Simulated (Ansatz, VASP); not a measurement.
Y4Sn3N4: VASP beside Ansatz

File INCAR:

```
PREC = Accurate
ENCUT = 520
EDIFF = 1E-6
ISMEAR = 0
SIGMA = 0.1
LREAL = False
LASPH = True
NELM = 60
ALGO = Normal
ISIF = 2
LWAVE = False
LCHARG = False
GGA = PE
NBANDS = 64
```

File KPOINTS:

```
regular mesh
0
Gamma
  4 4 4
```

POSCAR

```
Y4Sn3N4
1.0
    4.7015631900      0.0000000000      0.0000000000
    0.0000000000      4.7015631900      0.0000000000
    0.0000000000      0.0000000000      4.7015631900
Y Sn N
4 3 4
Direct
    0.2917000000      0.2917000000      0.2917000000
    0.2917000000      0.7083000000      0.7083000000
    0.7083000000      0.2917000000      0.7083000000
    0.7083000000      0.7083000000      0.2917000000
    0.0000000000      0.0000000000      0.5000000000
    0.5000000000      0.0000000000      0.0000000000
    0.0000000000      0.5000000000      0.0000000000
    0.2456870000      0.2456870000      0.7543130000
    0.7543130000      0.7543130000      0.7543130000
    0.2456870000      0.7543130000      0.2456870000
    0.7543130000      0.2456870000      0.2456870000
```

Input for Ansatz:

```yaml
crystal:
  lattice:
    - [4.70156319, 0.0, 0.0]
    - [0.0, 4.70156319, 0.0]
    - [0.0, 0.0, 4.70156319]
  atoms:
    - { symbol: "Y", position: [0.2917, 0.2917, 0.2917] }
    - { symbol: "Y", position: [0.2917, 0.7083, 0.7083] }
    - { symbol: "Y", position: [0.7083, 0.2917, 0.7083] }
    - { symbol: "Y", position: [0.7083, 0.7083, 0.2917] }
    - { symbol: Sn, position: [0.0, 0.0, 0.5] }
    - { symbol: Sn, position: [0.5, 0.0, 0.0] }
    - { symbol: Sn, position: [0.0, 0.5, 0.0] }
    - { symbol: "N", position: [0.245687, 0.245687, 0.754313] }
    - { symbol: "N", position: [0.754313, 0.754313, 0.754313] }
    - { symbol: "N", position: [0.245687, 0.754313, 0.245687] }
    - { symbol: "N", position: [0.754313, 0.245687, 0.245687] }
basis:
  ecutwfc: 420
kpoints:
  mp_grid: { grid: [4, 4, 4] }
hamiltonian:
  xc: pbe
scf:
  occupations: { method: gaussian, width: 0.1 }
  lower_state_search: "off"
output:
  forces: true
  stress: true
  eigenvalues: true
```

Alike in both runs: task single point; functional PBE; k mesh 4 × 4 × 4; occupations gaussian, width 0.1 eV; no spin polarisation.

|  | VASP | Ansatz |
| --- | --- | --- |
| version | VASP 6.6.1 | Ansatz 0.2.0 |
| potentials or method | VASP PAW PBE potentials, release 64 (Y_sv, Sn_d, N), cutoff 520 eV | scalar-relativistic, plane waves, PAW |
| valence electrons in the cell | 106 | 106 |

```tsv
	VASP	Ansatz	Ansatz less VASP
gap on the k mesh at the Fermi level (eV)	none	none	-
rms of the force components (eV/Å)	4.593	4.610	+0.0174
```

Atom by atom the forces differ by 0.036 eV/Å (rms over components). A gap of «none» marks a metal or a gap that the smearing closes.
